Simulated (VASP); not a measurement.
SrO: electric field gradients with PBE

Crystal: SrO.

```
Sr O
1.0
     0.02570    2.58265    2.58265
     2.58265    0.02570    2.58265
     2.58265    2.58265    0.02570
Sr O
1 1
Direct
  0.00000 0.00000 0.00000
  0.50000 0.50000 0.50000
```

This cell differs from its parent crystal: equal xy, yz and zx shear strains of +1 %.

* Program: VASP 6.6.1
* Task: electric field gradients
* Functional: PBE
* Potentials or basis: VASP PAW PBE potentials, release 64 (Sr_sv, O)
* Cutoff: 520 eV
* k mesh: 8 × 8 × 8
* Occupations: fermi-dirac, width 0.02 eV
* Spin: no spin polarisation
* Dipole correction: no
* Further INCAR settings: ALGO = Normal; EDIFF = 1e-08; NBANDS = 15

- Pressure: 3.5 GPa
- Band gap on the k mesh: 3.25 eV, indirect (least direct gap 3.34 eV)

Stress tensor (GPa, compression positive):
```
 3.51 -0.56 -0.56
-0.56  3.51 -0.56
-0.56 -0.56  3.51
```

Levels at points of the mesh, in eV from the valence-band top:
```tsv
k point	band 4	band 5	band 6	band 7	band 8	band 9	band 10	band 11	band 12	band 13
(0.00, 0.00, 0.00)	-14.03	-14.03	-0.03	0.00	0.00	3.98	6.08	6.26	6.26	8.37
(0.50, 0.00, 0.00)	-14.11	-12.86	-2.18	-1.20	-1.13	6.55	8.47	8.77	8.96	11.91
(0.50, 0.50, 0.00)	-14.41	-14.39	-0.44	-0.11	-0.09	3.25	7.80	10.17	10.39	11.09
(0.50, 0.50, 0.50)	-14.10	-12.81	-2.18	-1.11	-1.11	6.51	8.44	8.77	8.77	11.90
```

Electric field gradients, principal values (V/Å²):
| atom | least | middle | greatest (by size) |
| --- | --- | --- | --- |
| 1 Sr | 3.822 | 3.822 | -7.645 |
| 2 O | -0.522 | -0.522 | 1.044 |

It took 22 s on 1 thread of Intel(R) Xeon(R) 6975P-C (Granite Rapids), on a shared host, peak memory 0.17 GiB.

Caveat: the cell differs from its parent crystal (equal xy, yz and zx shear strains of +1 %); without QUAD_EFG the Cq values of the log hold for a quadrupole moment of 1 mb, not for the nuclei. A k mesh can miss the band edges.
